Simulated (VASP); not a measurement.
# CsRe2B2 (I4/mmm) in VASP: single point with PBE

Aim: the single point of CsRe2B2 with PBE.

Program: VASP 6.6.1. These are calculated values, not measurements. Logs are shortened: lines on timing, memory, paths and dates and some standing lists are left out, and cuts for length are marked.

### 1 The cell of the first run

It takes space group I4/mmm (No. 139, tetragonal). The conventional cell has a = 4.037 Å, b = 4.037 Å, c = 11.703 Å, α = 90.00°, β = 90.00°, γ = 90.00°. Within 3.3 Å of Re (site symmetry -4m2) lie 4 B at 2.49 Å and 4 Re at 2.85 Å. Within 3.3 Å of B (site symmetry 4mm) lie 4 Re at 2.49 Å and 1 B at 2.93 Å and 4 Cs at 3.21 Å. Cs (site symmetry 4/mmm) has 8 B at 3.21 Å and 8 Re at 3.55 Å and 4 Cs at 4.04 Å within 4.2 Å.

### 2 Single point, PBE

The input, POSCAR:

```
CsRe2B2
1.0
    0.0000000000      4.0372710000      0.0000000000
    4.0372710000      0.0000000000      0.0000000000
    2.0186360000      2.0186360000     -5.8517350000
Re B Cs
2 2 1
Direct
    0.7500000000      0.2500000000      0.5000000000
    0.2500000000      0.7500000000      0.5000000000
    0.3750000000      0.3750000000      0.2500000000
    0.6250000000      0.6250000000      0.7500000000
    0.0000000000      0.0000000000      0.0000000000
```

The input, INCAR.step1:

```
PREC = Accurate
ENCUT = 520
EDIFF = 1E-6
ISMEAR = -1
SIGMA = 0.1
LREAL = False
LASPH = True
NELM = 100
ALGO = Normal
ISIF = 2
LWAVE = False
LCHARG = True
LMAXMIX = 4
GGA = PE
NBANDS = 22
```

The input, KPOINTS.step1:

```
regular mesh
0
Gamma
  9 9 9
```

The input, INCAR.step2:

```
PREC = Accurate
ENCUT = 520
EDIFF = 1E-6
ISMEAR = -5
SIGMA = 0.1
LREAL = False
LASPH = True
NELM = 100
ALGO = Normal
ISIF = 2
LWAVE = False
LCHARG = False
LMAXMIX = 4
GGA = PE
LORBIT = 11
NEDOS = 1001
ICHARG = 11
```

The input, KPOINTS.step2:

```
regular mesh
0
Gamma
  14 14 14
```

Potentials or basis: VASP PAW PBE potentials, release 64 (Re, B, Cs_sv).

Started as:

```sh
$ cat potpaw_PBE.64/Re/POTCAR potpaw_PBE.64/B/POTCAR potpaw_PBE.64/Cs_sv/POTCAR > POTCAR
$ cp INCAR.step1 INCAR
$ cp KPOINTS.step1 KPOINTS
$ mpirun -np 1 vasp_std > vasp.out
$ cp INCAR.step2 INCAR
$ cp KPOINTS.step2 KPOINTS
$ mpirun -np 1 vasp_std > vasp.out
```

OUTCAR:

```text
PREC = Accurate
   ENCUT = 520
   EDIFF = 1E-6
   ISMEAR = -5
   LREAL = False
   LASPH = True
   NELM = 100
   ISIF = 2
   GGA = PE
   LORBIT = 11
   ICHARG = 11

 ion  position               nearest neighbor table
   1  0.750  0.250  0.500-   3 2.49   4 2.49   4 2.49   3 2.49   2 2.85   2 2.85   2 2.85   2 2.85

   2  0.250  0.750  0.500-   3 2.49   4 2.49   4 2.49   3 2.49   1 2.85   1 2.85   1 2.85   1 2.85

   3  0.375  0.375  0.250-   2 2.49   1 2.49   1 2.49   2 2.49
   4  0.625  0.625  0.750-   2 2.49   1 2.49   1 2.49   2 2.49
   5  0.000  0.000  0.000-

  LATTYP: Found a body centered tetragonal cell.
 ALAT       =     4.0372710000
 C/A-ratio  =     2.8988566782

  Lattice vectors:

 A1 = (  -2.0186360000,   2.0186350000,   5.8517350000)
 A2 = (   2.0186350000,  -2.0186360000,   5.8517350000)
 A3 = (   2.0186360000,   2.0186360000,  -5.8517350000)

Analysis of symmetry for initial positions (statically):
=====================================================================
 Subroutine PRICEL returns:
 Original cell was already a primitive cell.

 Routine SETGRP: Setting up the symmetry group for a
 body centered tetragonal supercell.

 Subroutine GETGRP returns: Found 16 space group operations
 (whereof 16 operations were pure point group operations)
 out of a pool of 16 trial point group operations.

The static configuration has the point symmetry D_4h.

Analysis of symmetry for dynamics (positions and initial velocities):
=====================================================================
 Subroutine PRICEL returns:
 Original cell was already a primitive cell.

 Routine SETGRP: Setting up the symmetry group for a
 body centered tetragonal supercell.

 Subroutine GETGRP returns: Found 16 space group operations
 (whereof 16 operations were pure point group operations)
 out of a pool of 16 trial point group operations.

The dynamic configuration has the point symmetry D_4h.

 Subroutine INISYM returns: Found 16 space group operations
 (whereof 16 operations are pure point group operations),
 and found     1 'primitive' translations

----------------------------------------------------------------------------------------

                                     Primitive cell

  volume of cell :      95.3807

  direct lattice vectors                    reciprocal lattice vectors
     0.000000000  4.037271000  0.000000000     0.000000000  0.247692067  0.085444765
     4.037271000  0.000000000  0.000000000     0.247692067  0.000000000  0.085444765
     2.018636000  2.018636000 -5.851735000     0.000000000  0.000000000 -0.170889488

  length of vectors
     4.037271000  4.037271000  6.510958847     0.262015588  0.262015588  0.170889488

  position of ions in fractional coordinates (direct lattice)
     0.750000000  0.250000000  0.500000000
     0.250000000  0.750000000  0.500000000
     0.375000000  0.375000000  0.250000000
     0.625000000  0.625000000  0.750000000
     0.000000000  0.000000000  0.000000000

  ion indices of the primitive-cell ions
   primitive index   ion index
                 1           1
                 2           2
                 3           3
                 4           4
                 5           5

----------------------------------------------------------------------------------------

 KPOINTS: regular mesh

Automatic generation of k-mesh.
 Grid dimensions read from file:
 generate k-points for:   14   14   14

 Generating k-lattice:

  Cartesian coordinates                     Fractional coordinates (reciprocal lattice)
     0.000000000  0.017692291  0.006103198     0.071428571  0.000000000  0.000000000
     0.017692291  0.000000000  0.006103198     0.000000000  0.071428571  0.000000000
     0.000000000  0.000000000 -0.012206392     0.000000000  0.000000000  0.071428571

  Length of vectors
     0.018715399  0.018715399  0.012206392

  Shift w.r.t. Gamma in fractional coordinates (k-lattice)
     0.000000000  0.000000000  0.000000000

 TETIRR: Found   7833 inequivalent tetrahedra from    16464

 Subroutine IBZKPT returns following result:
 ===========================================

 Found    244 irreducible k-points:

 Following reciprocal coordinates:
            Coordinates               Weight
  0.000000  0.000000  0.000000      1.000000
  0.071429  0.000000  0.000000      8.000000
  0.142857  0.000000  0.000000      8.000000
  0.214286  0.000000  0.000000      8.000000
  0.285714  0.000000  0.000000      8.000000
  0.357143  0.000000  0.000000      8.000000
[... 16 lines left out ...]
  0.214286  0.142857  0.000000     16.000000
  0.285714  0.142857  0.000000     16.000000
 [... further k-points ...]
   k-points           NKPTS =    244   k-points in BZ     NKDIM =    244   number of bands    NBANDS=     18
   number of dos      NEDOS =   1001   number of ions     NIONS =      5
   total plane-waves  NPLWV =  43200
   dimension x,y,z NGX =    30 NGY =   30 NGZ =   48
   dimension x,y,z NGXF=    60 NGYF=   60 NGZF=   96
   ions per type =               2   2   1
   NGX,Y,Z   is equivalent  to a cutoff of  12.35, 12.35, 12.26 a.u.
   NGXF,Y,Z  is equivalent  to a cutoff of  24.71, 24.71, 24.51 a.u.
 SYSTEM =  unknown system
   PREC   = accura    normal or accurate (medium, high low for compatibility)
   ISTART =      0    job   : 0-new  1-cont  2-samecut
   ICHARG =     11    charge: 1-file 2-atom 10-const
   ISPIN  =      1    spin polarized calculation?
   LNONCOLLINEAR =      F non collinear calculations
   LSORBIT =      F    spin-orbit coupling
   LASPH  =      T    aspherical Exc in radial PAW
   ENCUT  =  520.0 eV  38.22 Ry    6.18 a.u.   7.51  7.51 12.11*2*pi/ulx,y,z
   NELM   =    100;   NELMIN=  2; NELMDL=  0     # of ELM steps
   EDIFF  = 0.1E-05   stopping-criterion for ELM
   LREAL  =      F    real-space projection
   EDIFFG = 0.1E-04   stopping-criterion for IOM
   NSW    =      0    number of steps for IOM
   IBRION =     -1    ionic relax: 0-MD 1-quasi-New 2-CG
   NFREE  =      0    steps in history (QN), initial steepest desc. (CG)
   ISIF   =      2    stress and relaxation
   ISYM   =      2    0-nonsym 1-usesym 2-fastsym
   POTIM  = 0.5000    time-step for ionic-motion
   TEBEG  =    0.0;   TEEND  =   0.0 temperature during run
   PSTRESS=    0.0 pullay stress
   NELECT =      29.0000    total number of electrons
   NUPDOWN=      -1.0000    fix difference up-down
   EMIN   =  10.00;   EMAX   =-10.00  energy-range for DOS
   EFERMI =   0.00;   METHOD = LEGACY
   ISMEAR =    -5;   SIGMA  =   0.10  broadening in eV -4-tet -1-fermi 0-gaus
   EFERMI_NEDOS =   21; number of points for ismear=-14 and -15
   IALGO  =     38    algorithm
   IMIX   =      4    mixing-type and parameters
     AMIX     =   0.40;   BMIX     =  1.00
     AMIX_MAG =   1.60;   BMIX_MAG =  1.00
  volume/ion in A,a.u.               =      19.08       128.73
  Fermi-wavevector in a.u.,A,eV,Ry     =   1.100831  2.080269 16.487935  1.211829
  Thomas-Fermi vector in A             =   2.237249
   LORBIT       =     11    0 simple, 1 ext, 2 COOP (PROOUT), +10 PAW based schemes
   GGA     = PE    functional components
   LHFCALC =     F    Hartree Fock is set to
   AEXX    =    0.0000 exact exchange contribution
   IVDW    =     0    specifies the selected vdW correction
   LEPSILON=     F    determine dielectric tensor
   LRPA    =     F    only Hartree local field effects (RPA)
 non-spin polarized calculation
 Fermi weights with tetrahedron method with Bloechl corrections
  energy-cutoff  :      520.00
  volume of cell :       95.38
 maximum number of plane-waves:      2606

 number of electron      29.0000002 magnetization

 Free energy of the ion-electron system (eV)
  ---------------------------------------------------
  ext. energy  EPLUGINS =         0.00000000
  ---------------------------------------------------
  free energy    TOTEN  =       -32.60539643 eV

  energy without entropy =      -32.60539643  energy(sigma->0) =      -32.60539643

 E-fermi :   3.6504     XC(G=0): -10.7906

 val. band max:        3.6626934991   @ k =   0.4286   0.4286   0.2143
 cond. band min:       3.6344884879   @ k =  -0.2143   0.2143   0.0000
 fundamental gap:     -0.0282050113
 Fermi energy:         3.6503885230

 k-point     1 :       0.0000    0.0000    0.0000
  band No.  band energies     occupation
      1     -16.8100      2.00000
      2      -4.7988      2.00000
      3      -4.5381      2.00000
      4      -3.4879      2.00000
      5      -3.4879      2.00000
      6      -2.5724      2.00000
[... 10 lines left out ...]
     17       5.3002      0.00000
     18       5.8000      0.00000

 k-point     2 :       0.0714    0.0000    0.0000
  band No.  band energies     occupation
      1     -16.8042      2.00000
      2      -4.8532      2.00000
      3      -4.4615      2.00000
      4      -3.5150      2.00000
      5      -3.4748      2.00000
      6      -2.5557      2.00000
[... 10 lines left out ...]
     17       5.2449      0.00000
     18       5.6718      0.00000

 k-point     3 :       0.1429    0.0000    0.0000
  band No.  band energies     occupation
      1     -16.7879      2.00000
      2      -4.9292      2.00000
      3      -4.3763      2.00000
      4      -3.5121      2.00000
      5      -3.4377      2.00000
      6      -2.5118      2.00000
[... 10 lines left out ...]
     17       5.0796      0.00000
     18       5.3780      0.00000

 k-point     4 :       0.2143    0.0000    0.0000
  band No.  band energies     occupation
      1     -16.7641      2.00000
      2      -4.9963      2.00000
      3      -4.3997      2.00000
      4      -3.3832      2.00000
      5      -3.3481      2.00000
      6      -2.4615      2.00000
[... 10 lines left out ...]
     17       4.8186      0.00000
     18       4.9408      0.00000

 k-point     5 :       0.2857    0.0000    0.0000
  band No.  band energies     occupation
      1     -16.7375      2.00000
      2      -5.0858      2.00000
      3      -4.4397      2.00000
      4      -3.3214      2.00000
      5      -3.0862      2.00000
      6      -2.4181      2.00000
[... 10 lines left out ...]
     17       4.4207      0.00000
     18       4.6984      0.00000

 k-point     6 :       0.3571    0.0000    0.0000
  band No.  band energies     occupation
      1     -16.7132      2.00000
      2      -5.2013      2.00000
      3      -4.4097      2.00000
      4      -3.2645      2.00000
      5      -2.9185      2.00000
      6      -2.3166      2.00000
[... 307 lines left out ...]
 k-point    21 :      -0.0714    0.0714    0.0000
  band No.  band energies     occupation
      1     -16.7987      2.00000
      2      -4.7911      2.00000
      3      -4.5085      2.00000
      4      -3.5413      2.00000
      5      -3.4683      2.00000
      6      -2.5347      2.00000
[... 10 lines left out ...]
     17       5.2001      0.00000
     18       5.5856      0.00000

 k-point    22 :       0.1429    0.1429    0.0000
  band No.  band energies     occupation
      1     -16.7656      2.00000
      2      -5.0281      2.00000
      3      -4.2759      2.00000
      4      -3.6819      2.00000
      5      -3.1925      2.00000
      6      -2.4329      2.00000
[... 10 lines left out ...]
     17       5.1033      0.00000
     18       5.1266      0.00000

 k-point    23 :       0.2143    0.1429    0.0000
  band No.  band energies     occupation
      1     -16.7422      2.00000
      2      -5.0124      2.00000
      3      -4.3563      2.00000
      4      -3.7209      2.00000
      5      -2.9988      2.00000
      6      -2.3529      2.00000
[... 10 lines left out ...]
     17       4.8082      0.00000
     18       5.0007      0.00000

 k-point    24 :       0.2857    0.1429    0.0000
  band No.  band energies     occupation
      1     -16.7162      2.00000
      2      -5.0042      2.00000
      3      -4.4589      2.00000
      4      -3.6735      2.00000
      5      -2.8450      2.00000
      6      -2.2640      2.00000
[... 10 lines left out ...]
     17       4.5981      0.00000
     18       4.8669      0.00000

 [... further k-points ...]
[... 5 lines left out ...]
  --------------------------------------------------------------------------------------
  -------------------------------------------------------------------------------------
  Total      -12.6012915    -12.6012915     -6.4060241     -0.0000000      0.0000005      0.0000005
  in kB     -211.6728641   -211.6728641   -107.6065463     -0.0000000      0.0000092      0.0000092
  external PRESSURE =    -176.9840915 kB  Pullay stress =       0.0000000 kB

 VOLUME and BASIS-vectors are now :
 -----------------------------------------------------------------------------
  energy-cutoff  :      520.00
  volume of cell :       95.38
      direct lattice vectors                 reciprocal lattice vectors
     0.000000000  4.037271000  0.000000000     0.000000000  0.247692067  0.085444765
     4.037271000  0.000000000  0.000000000     0.247692067  0.000000000  0.085444765
     2.018636000  2.018636000 -5.851735000     0.000000000  0.000000000 -0.170889488

 POSITION                                       TOTAL-FORCE (eV/Angst)
 -----------------------------------------------------------------------------------
      2.01864      4.03727     -2.92587         0.000000     -0.000000      0.000000
      4.03727      2.01864     -2.92587        -0.000000     -0.000000      0.000000
      2.01864      2.01864     -1.46293         0.000000      0.000000     -3.516049
      4.03727      4.03727     -4.38880        -0.000000     -0.000000      3.516049
      0.00000      0.00000      0.00000         0.000000      0.000000      0.000000
 -----------------------------------------------------------------------------------
    total drift:                                0.000000     -0.000000     -0.000000

  FREE ENERGIE OF THE ION-ELECTRON SYSTEM (eV)
  ---------------------------------------------------
  free  energy   TOTEN  =       -32.6053964288 eV

  energy  without entropy=      -32.6053964288  energy(sigma->0) =      -32.60539643

 total charge

# of ion       s       p       d       tot
------------------------------------------
    1        0.545   0.410   4.582   5.538
    2        0.545   0.410   4.582   5.538
    3        0.699   0.830   0.000   1.529
    4        0.699   0.830   0.000   1.529
    5        1.856   4.680   0.123   6.659
--------------------------------------------------
tot          4.344   7.161   9.288  20.792
```

Wall time 10 min (1 thread of Intel Xeon Platinum 8259CL at 2.50GHz (Skylake/Cascade Lake), shared host); peak memory 0.55 GiB.

Results:

```
Valence electrons inside the program's atomic spheres : Re 5.54; B 1.53; Cs 6.66
```

Levels at points of the mesh, in eV from the Fermi level:
```csv
k point,band 10,band 11,band 12,band 13,band 14,band 15,band 16,band 17,band 18
"(0.00, 0.00, 0.00)",-2.62,-1.20,-0.45,-0.45,0.02,0.10,1.65,1.65,2.15
"(0.50, 0.00, 0.00)",-2.01,-1.93,-1.57,-1.11,-0.92,-0.37,-0.26,0.07,1.03
"(0.50, 0.50, 0.00)",-1.65,-1.20,-0.99,-0.90,-0.86,-0.34,0.54,1.24,1.29
"(0.00, 0.00, 0.50)",-3.06,-2.34,-0.41,-0.41,-0.39,1.05,2.12,2.32,2.54
```

Caveat: spin-orbit coupling is left out, which moves the levels of the heavy elements; tetrahedron occupations give inexact forces and stress in metals.
